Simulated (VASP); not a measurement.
# MgF2 (P4_2/mnm) in VASP: a series of runs

MgF2 is run at these levels: r2SCAN; tasks: single point.

Everything below comes from runs of VASP 6.6.1. Logs are shortened: lines on timing, memory, paths and dates and some standing lists are left out, and cuts for length are marked.

## 1. The cell of the first run

It takes space group P4_2/mnm (No. 136, tetragonal). The conventional cell has a = 4.437 Å, b = 4.437 Å, c = 3.134 Å, α = 90.00°, β = 90.00°, γ = 90.00°. Within 2.5 Å of Mg (site symmetry mmm) lie 6 F at 1.91 to 1.99 Å. F (site symmetry m2m) has 3 Mg at 1.91 to 1.99 Å and 1 F at 2.45 Å within 2.5 Å.

## 2. Single point, r2SCAN (epitaxial xy strain -4.0%)

POSCAR

```
MgF2
1.0
    4.4371353548      0.0000000000      0.0000000000
    0.0000000000      4.4371353548      0.0000000000
    0.0000000000      0.0000000000      3.1342963774
Mg F
2 4
Direct
    0.0000000000      0.0000000000      0.0000000000
    0.5000000000      0.5000000000      0.5000000000
    0.3044278432      0.3044278432      0.0000000000
    0.1955721568      0.8044278432      0.5000000000
    0.8044278432      0.1955721568      0.5000000000
    0.6955721568      0.6955721568      0.0000000000
```

INCAR.step1

```
SYSTEM = MgF2
PREC = Accurate
ENCUT = 660
ISMEAR = 0
SIGMA = 0.01
LREAL = .FALSE.
LASPH = .TRUE.
NELM = 120
NBANDS = 25
GGA = PE
ALGO = Normal
EDIFF = 1E-5
LWAVE = .TRUE.
LCHARG = .FALSE.
GGA_COMPAT = .FALSE.
```

INCAR.step2

```
SYSTEM = MgF2
PREC = Accurate
ENCUT = 660
EDIFF = 1E-6
ISMEAR = 0
SIGMA = 0.01
LREAL = .FALSE.
LASPH = .TRUE.
NELM = 120
ALGO = Normal
ISIF = 2
LWAVE = .FALSE.
LCHARG = .TRUE.
METAGGA = R2SCAN
LMIXTAU = .TRUE.
LELF = .TRUE.
LVHAR = .TRUE.
NBANDS = 25
ISTART = 1
GGA_COMPAT = .FALSE.
```

KPOINTS

```
Automatic mesh
0
G
  6 6 8
  0 0 0
```

Potentials or basis: VASP PAW PBE potentials, release 64 (Mg, F).

On the command line:

```console
$ cat potpaw_PBE.64/Mg/POTCAR potpaw_PBE.64/F/POTCAR > POTCAR
$ cp INCAR.step1 INCAR
$ mpirun -np 1 vasp_std > vasp.out
$ cp INCAR.step2 INCAR
$ mpirun -np 1 vasp_std > vasp.out
```

OUTCAR:

```text
SYSTEM = MgF2
   PREC = Accurate
   ENCUT = 660
   EDIFF = 1E-6
   ISMEAR = 0
   LREAL = .FALSE.
   LASPH = .TRUE.
   NELM = 120
   ISIF = 2
   METAGGA = R2SCAN
   ISTART = 1

 ion  position               nearest neighbor table
   1  0.000  0.000  0.000-   3 1.91   6 1.91   5 1.99   4 1.99   4 1.99   5 1.99   2 3.51   2 3.51
                             2 3.51   2 3.51   2 3.51   2 3.51   2 3.51   2 3.51
   2  0.500  0.500  0.500-   4 1.91   5 1.91   3 1.99   6 1.99   3 1.99   6 1.99   1 3.51   1 3.51
                             1 3.51   1 3.51   1 3.51   1 3.51   1 3.51   1 3.51
   3  0.304  0.304  0.000-   1 1.91   2 1.99   2 1.99
   4  0.196  0.804  0.500-   2 1.91   1 1.99   1 1.99
   5  0.804  0.196  0.500-   2 1.91   1 1.99   1 1.99
   6  0.696  0.696  0.000-   1 1.91   2 1.99   2 1.99

  LATTYP: Found a simple tetragonal cell.
 ALAT       =     4.4371353548
 C/A-ratio  =     0.7063783560

  Lattice vectors:

 A1 = (   4.4371353548,   0.0000000000,   0.0000000000)
 A2 = (   0.0000000000,   4.4371353548,   0.0000000000)
 A3 = (   0.0000000000,   0.0000000000,   3.1342963774)

Analysis of symmetry for initial positions (statically):
=====================================================================
 Subroutine PRICEL returns:
 Original cell was already a primitive cell.

 Routine SETGRP: Setting up the symmetry group for a
 simple tetragonal supercell.

 Subroutine GETGRP returns: Found 16 space group operations
 (whereof  8 operations were pure point group operations)
 out of a pool of 16 trial point group operations.

The static configuration has the point symmetry D_2h.
 The point group associated with its full space group is D_4h.

Analysis of symmetry for dynamics (positions and initial velocities):
=====================================================================
 Subroutine PRICEL returns:
 Original cell was already a primitive cell.

 Routine SETGRP: Setting up the symmetry group for a
 simple tetragonal supercell.

 Subroutine GETGRP returns: Found 16 space group operations
 (whereof  8 operations were pure point group operations)
 out of a pool of 16 trial point group operations.

The dynamic configuration has the point symmetry D_2h.
 The point group associated with its full space group is D_4h.

 Subroutine INISYM returns: Found 16 space group operations
 (whereof  8 operations are pure point group operations),
 and found     1 'primitive' translations

----------------------------------------------------------------------------------------

                                     Primitive cell

  volume of cell :      61.7086

  direct lattice vectors                    reciprocal lattice vectors
     4.437135355  0.000000000  0.000000000     0.225370632  0.000000000  0.000000000
     0.000000000  4.437135355  0.000000000     0.000000000  0.225370632  0.000000000
     0.000000000  0.000000000  3.134296377     0.000000000  0.000000000  0.319050874

  length of vectors
     4.437135355  4.437135355  3.134296377     0.225370632  0.225370632  0.319050874

  position of ions in fractional coordinates (direct lattice)
     0.000000000  0.000000000  0.000000000
     0.500000000  0.500000000  0.500000000
     0.304427843  0.304427843  0.000000000
     0.195572157  0.804427843  0.500000000
     0.804427843  0.195572157  0.500000000
     0.695572157  0.695572157  0.000000000

  ion indices of the primitive-cell ions
   primitive index   ion index
                 1           1
                 2           2
                 3           3
                 4           4
                 5           5
                 6           6

----------------------------------------------------------------------------------------

 KPOINTS: Automatic mesh

Automatic generation of k-mesh.
 Grid dimensions read from file:
 generate k-points for:    6    6    8

 Generating k-lattice:

  Cartesian coordinates                     Fractional coordinates (reciprocal lattice)
     0.037561772  0.000000000  0.000000000     0.166666667  0.000000000  0.000000000
     0.000000000  0.037561772  0.000000000     0.000000000  0.166666667  0.000000000
     0.000000000  0.000000000  0.039881359     0.000000000  0.000000000  0.125000000

  Length of vectors
     0.037561772  0.037561772  0.039881359

  Shift w.r.t. Gamma in fractional coordinates (k-lattice)
     0.000000000  0.000000000  0.000000000

 Subroutine IBZKPT returns following result:
 ===========================================

 Found     50 irreducible k-points:

 Following reciprocal coordinates:
            Coordinates               Weight
  0.000000  0.000000  0.000000      1.000000
  0.166667  0.000000  0.000000      4.000000
  0.333333  0.000000  0.000000      4.000000
  0.500000  0.000000  0.000000      2.000000
  0.166667  0.166667  0.000000      4.000000
  0.333333  0.166667  0.000000      8.000000
[... 16 lines left out ...]
  0.333333  0.000000  0.250000      8.000000
  0.500000  0.000000  0.250000      4.000000
 [... further k-points ...]
   k-points           NKPTS =     50   k-points in BZ     NKDIM =     50   number of bands    NBANDS=     25
   number of dos      NEDOS =    301   number of ions     NIONS =      6
   total plane-waves  NPLWV =  44800
   dimension x,y,z NGX =    40 NGY =   40 NGZ =   28
   dimension x,y,z NGXF=    80 NGYF=   80 NGZF=   56
   ions per type =               2   4
   NGX,Y,Z   is equivalent  to a cutoff of  14.99, 14.99, 14.85 a.u.
   NGXF,Y,Z  is equivalent  to a cutoff of  29.97, 29.97, 29.70 a.u.
 SYSTEM =  MgF2
   PREC   = accura    normal or accurate (medium, high low for compatibility)
   ISTART =      1    job   : 0-new  1-cont  2-samecut
   ICHARG =      0    charge: 1-file 2-atom 10-const
   ISPIN  =      1    spin polarized calculation?
   LNONCOLLINEAR =      F non collinear calculations
   LSORBIT =      F    spin-orbit coupling
   LASPH  =      T    aspherical Exc in radial PAW
   ENCUT  =  660.0 eV  48.51 Ry    6.96 a.u.   9.29  9.29  6.57*2*pi/ulx,y,z
   NELM   =    120;   NELMIN=  2; NELMDL=  0     # of ELM steps
   EDIFF  = 0.1E-05   stopping-criterion for ELM
   LREAL  =      F    real-space projection
   EDIFFG = 0.1E-04   stopping-criterion for IOM
   NSW    =      0    number of steps for IOM
   IBRION =     -1    ionic relax: 0-MD 1-quasi-New 2-CG
   NFREE  =      0    steps in history (QN), initial steepest desc. (CG)
   ISIF   =      2    stress and relaxation
   ISYM   =      2    0-nonsym 1-usesym 2-fastsym
   POTIM  = 0.5000    time-step for ionic-motion
   TEBEG  =    0.0;   TEEND  =   0.0 temperature during run
   PSTRESS=    0.0 pullay stress
   NELECT =      32.0000    total number of electrons
   NUPDOWN=      -1.0000    fix difference up-down
   EMIN   =  10.00;   EMAX   =-10.00  energy-range for DOS
   EFERMI =   0.00;   METHOD = LEGACY
   ISMEAR =     0;   SIGMA  =   0.01  broadening in eV -4-tet -1-fermi 0-gaus
   EFERMI_NEDOS =   21; number of points for ismear=-14 and -15
   IALGO  =     38    algorithm
   IMIX   =      4    mixing-type and parameters
     AMIX     =   0.40;   BMIX     =  1.00
     AMIX_MAG =   1.60;   BMIX_MAG =  1.00
  volume/ion in A,a.u.               =      10.28        69.40
  Fermi-wavevector in a.u.,A,eV,Ry     =   1.315254  2.485470 23.536630  1.729894
  Thomas-Fermi vector in A             =   2.445450
   LORBIT       =      0    0 simple, 1 ext, 2 COOP (PROOUT), +10 PAW based schemes
   METAGGA = R2SCAN    functional components
   LHFCALC =     F    Hartree Fock is set to
   AEXX    =    0.0000 exact exchange contribution
   IVDW    =     0    specifies the selected vdW correction
   LEPSILON=     F    determine dielectric tensor
   LRPA    =     F    only Hartree local field effects (RPA)
 non-spin polarized calculation
 Gauss-broadening in eV      SIGMA  =   0.01
  energy-cutoff  :      660.00
  volume of cell :       61.71
 maximum number of plane-waves:      2413
 NGX is ok and might be reduce to    40
   NGX = 19   NGY = 19   NGZ = 13

 number of electron      31.9999994 magnetization

 Free energy of the ion-electron system (eV)
  ---------------------------------------------------
  ext. energy  EPLUGINS =         0.00000000
  ---------------------------------------------------
  free energy    TOTEN  =       -43.73358293 eV

  energy without entropy =      -43.73358293  energy(sigma->0) =      -43.73358293

 E-fermi :  -1.3844     XC(G=0): -10.5454

 val. band max:       -1.5020755708   @ k =   0.0000   0.0000   0.0000
 cond. band min:       6.8053182718   @ k =   0.0000   0.0000   0.0000
 fundamental gap:      8.3073938425
 Fermi energy:        -1.3844420917

 k-point     1 :       0.0000    0.0000    0.0000
  band No.  band energies     occupation
      1     -23.5381      2.00000
      2     -22.5790      2.00000
      3     -22.5790      2.00000
      4     -22.5381      2.00000
      5      -5.6389      2.00000
      6      -4.1639      2.00000
[... 17 lines left out ...]
     24      19.2057      0.00000
     25      19.4682      0.00000

 k-point     2 :       0.1667    0.0000    0.0000
  band No.  band energies     occupation
      1     -23.4855      2.00000
      2     -22.6977      2.00000
      3     -22.5681      2.00000
      4     -22.4903      2.00000
      5      -5.5303      2.00000
      6      -4.1060      2.00000
[... 17 lines left out ...]
     24      19.1430      0.00000
     25      19.3437      0.00000

 k-point     3 :       0.3333    0.0000    0.0000
  band No.  band energies     occupation
      1     -23.3384      2.00000
      2     -22.8973      2.00000
      3     -22.5394      2.00000
      4     -22.4812      2.00000
      5      -5.2499      2.00000
      6      -4.4424      2.00000
[... 552 lines left out ...]
 k-point    23 :       0.3333    0.0000    0.2500
  band No.  band energies     occupation
      1     -23.1751      2.00000
      2     -22.8312      2.00000
      3     -22.5416      2.00000
      4     -22.5279      2.00000
      5      -4.9849      2.00000
      6      -4.3860      2.00000
[... 17 lines left out ...]
     24      16.9752      0.00000
     25      17.5854      0.00000

 k-point    24 :       0.5000    0.0000    0.2500
  band No.  band energies     occupation
      1     -23.0075      2.00000
      2     -23.0075      2.00000
      3     -22.5322      2.00000
      4     -22.5322      2.00000
      5      -4.6821      2.00000
      6      -4.6821      2.00000
[... 17 lines left out ...]
     24      16.7121      0.00000
     25      17.8713      0.00000

 [... further k-points ...]

------------------------ aborting loop because EDIFF is reached ----------------------------------------

  FORCE on cell =-STRESS in cart. coord.  units (eV):
  Direction    XX          YY          ZZ          XY          YZ          ZX
  --------------------------------------------------------------------------------------
  -------------------------------------------------------------------------------------
  Total        2.9093109      2.9093109     -0.6648324      0.0000000      0.0000000      0.0000000
  in kB       75.5362282     75.5362282    -17.2614531      0.0000000      0.0000000      0.0000000
  external PRESSURE =      44.6036678 kB  Pullay stress =       0.0000000 kB

 VOLUME and BASIS-vectors are now :
 -----------------------------------------------------------------------------
  energy-cutoff  :      660.00
  volume of cell :       61.71
      direct lattice vectors                 reciprocal lattice vectors
     4.437135355  0.000000000  0.000000000     0.225370632  0.000000000  0.000000000
     0.000000000  4.437135355  0.000000000     0.000000000  0.225370632  0.000000000
     0.000000000  0.000000000  3.134296377     0.000000000  0.000000000  0.319050874

 POSITION                                       TOTAL-FORCE (eV/Angst)
 -----------------------------------------------------------------------------------
      0.00000      0.00000      0.00000        -0.000000      0.000000     -0.000000
      2.21857      2.21857      1.56715        -0.000000      0.000000     -0.000000
      1.35079      1.35079      0.00000         0.008733      0.008733     -0.000000
      0.86778      3.56936      1.56715        -0.008733      0.008733     -0.000000
      3.56936      0.86778      1.56715         0.008733     -0.008733      0.000000
      3.08635      3.08635      0.00000        -0.008733     -0.008733      0.000000
 -----------------------------------------------------------------------------------
    total drift:                                0.000000     -0.000000     -0.000000

  FREE ENERGIE OF THE ION-ELECTRON SYSTEM (eV)
  ---------------------------------------------------
  free  energy   TOTEN  =       -43.7335829336 eV

  energy  without entropy=      -43.7335829336  energy(sigma->0) =      -43.73358293
```

It took 6.3 min on 1 thread of Oxide Virtual Turin-like, shared host; peak memory 0.23 GiB.

What came out:

- Free energy: -43.7336 eV
- Pressure: 4.5 GPa
- Largest force: 0.012 eV/Å
- Band gap on the k mesh: 8.31 eV

Forces in eV/Å, atoms in the order of the input:
```
Mg   0.000  0.000  0.000
Mg   0.000  0.000  0.000
F    0.009  0.009  0.000
F   -0.009  0.009  0.000
F    0.009 -0.009  0.000
F   -0.009 -0.009  0.000
```

Levels at points of the mesh, in eV from the valence-band top:
```
           k point  band 13  band 14  band 15  band 16  band 17  band 18  band 19  band 20
(0.00, 0.00, 0.00)    -0.77    -0.24    -0.24     0.00     8.31    13.45    13.45    14.48
(0.50, 0.00, 0.00)    -1.07    -1.07    -0.37    -0.37    10.86    10.86    14.64    14.64
(0.50, 0.50, 0.00)    -0.86    -0.86    -0.72    -0.72    12.60    12.60    12.87    12.87
(0.00, 0.00, 0.50)    -1.28    -1.28    -0.87    -0.87    12.98    12.98    16.12    16.12
(0.50, 0.00, 0.50)    -0.68    -0.68    -0.65    -0.65    14.10    14.10    14.76    14.76
(0.50, 0.50, 0.50)    -0.59    -0.59    -0.42    -0.42    14.50    14.50    15.42    15.42
```

Caveat: the cell differs from its parent crystal (epitaxial xy strain -4.0%); the stress differs along the axes, from -2 to 8 GPa; the structure was generated, so it needn't be the stable form of MgF2; the PAW data sets were made with another functional, which shifts forces and pressure a little. A k mesh can miss the band edges.

(Continued in part 2 of 2.)
